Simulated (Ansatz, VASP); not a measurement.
## Two plane-wave programs on BN

```
B N
1.0
     2.62315    0.00000    0.00000
    -1.31157    2.17036    0.00000
     0.00000    0.00000    6.59240
B N
2 2
Direct
  0.93085 0.00000 0.50000
  0.40260 0.66667 0.00000
  0.06894 0.00000 0.00000
  0.59764 0.33333 0.50000
```

Change from the starting cell: mode 4 frozen in at -0.174 Å, normal strain along x +0.0467.

Alike in both runs: task single point; functional PBE; dispersion D3(BJ); k mesh 12 × 12 × 4; occupations methfessel-paxton of order 1, width 0.05 eV; no spin polarisation.

|  | VASP | Ansatz |
| --- | --- | --- |
| version | VASP 6.6.1 | Ansatz 0.2.0 |
| potentials or method | VASP PAW PBE potentials, release 64 (B, N), cutoff 520 eV | scalar-relativistic, plane waves, PAW |
| valence electrons in the cell | 16 | 16 |

|  | VASP | Ansatz | Ansatz less VASP |
| --- | --- | --- | --- |
| gap on the k mesh at the Fermi level (eV) | 3.67 | 3.68 | +0.006 |
| least direct gap on the mesh (eV) | 4.06 | 4.06 | +0.003 |
| pressure (GPa) | -14.4 | -14.4 | -0.03 |
| traceless stress, the component that is largest in VASP (GPa) | -22.49 | -22.54 | -0.043 |
| rms of the force components (eV/Å) | 0.225 | 0.224 | -0.0009 |

Atom by atom the forces differ by 0.001 eV/Å (rms over components).
